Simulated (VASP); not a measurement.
Here is a VASP 6.6.1 calculation.

File INCAR:

```
ALGO = Normal
EDIFF = 1E-6
ENCUT = 520
GGA = PE
ISIF = 2
ISMEAR = 0
LASPH = T
LCHARG = F
LREAL = F
LWAVE = F
NBANDS = 26
NELM = 60
PREC = Accurate
SIGMA = 0.028000000000000004
```

The input KPOINTS:

```
k-points
0
Gamma
  7 7 4
```

The input POSCAR:

```
CdSe
1.0
    4.3000000000      0.0000000000      0.0000000000
   -2.1500000000      3.7239092363      0.0000000000
    0.0000000000      0.0000000000      7.0200000000
Cd Se
2 2
Direct
    0.6666666667      0.3333333333      0.5000000000
    0.3333333333      0.6666666667      0.0000000000
    0.6666666667      0.3333333333      0.8850000000
    0.3333333333      0.6666666667      0.3850000000
```

Potentials or basis: VASP PAW PBE potentials, release 64 (Cd, Se).

The run is started by

```sh
$ cat potpaw_PBE.64/Cd/POTCAR potpaw_PBE.64/Se/POTCAR > POTCAR
$ mpirun -np 1 vasp_std > vasp.out
```

What does it give for the pressure?

3.3 GPa.

Estimate the band gap on the k mesh.

0.70 eV, direct.

Estimate the largest force.

0.291 eV/Å.

Forces in eV/Å, atoms in the order of the input:
```
Cd   0.000  0.000  0.291
Cd   0.000  0.000  0.291
Se   0.000  0.000 -0.291
Se   0.000  0.000 -0.291
```

As with any semilocal functional, this PBE gap is likely too small.
